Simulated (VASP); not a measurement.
Input of a VASP 6.6.1 run:

Contents of INCAR:

```
  PREC = Accurate
  ENCUT = 520
  EDIFF = 1E-6
  ISMEAR = 0
  SIGMA = 0.1
  LREAL = F
  LASPH = T
  NELM = 100
  ALGO = Normal
  ISIF = 2
  LWAVE = F
  LCHARG = F
  GGA = PS
  NBANDS = 26
```

The input KPOINTS:

```
Automatic mesh
0
Gamma
  10 10 8
```

The input POSCAR:

```
CoSi2
1.0
    2.5765663423      2.5765663423      0.0000000000
   -2.5765663423      2.5765663423      0.0000000000
    0.0000000000      0.0000000000      5.5232261217
Co Si
2 4
Direct
    0.0000000000      0.0000000000      0.0000000000
    0.5000000000      0.5000000000      0.5000000000
    0.0000000000      0.5000000000      0.7500000000
    0.5000000000      0.0000000000      0.7500000000
    0.5000000000      0.0000000000      0.2500000000
    0.0000000000      0.5000000000      0.2500000000
```

Potentials or basis: VASP PAW PBE potentials, release 64 (Co, Si).

Launch:

```sh
$ cat potpaw_PBE.64/Co/POTCAR potpaw_PBE.64/Si/POTCAR > POTCAR
$ mpirun -np 1 vasp_std > vasp.out
```

(1) Estimate the pressure.

(2) What does it give for the band gap on the k mesh?

## Answers

(1) 4.9 GPa.

(2) zero (bands 17 and 18 overlap by 3.54 eV).

Caveat: the cell differs from its parent crystal (biaxial strain in the a-b plane: -3.0 %, then relaxed in part); the cell stands under pressure; the PAW data sets were made with another functional, which shifts forces and pressure a little; the run has no spin polarisation, though such a crystal can be magnetic.
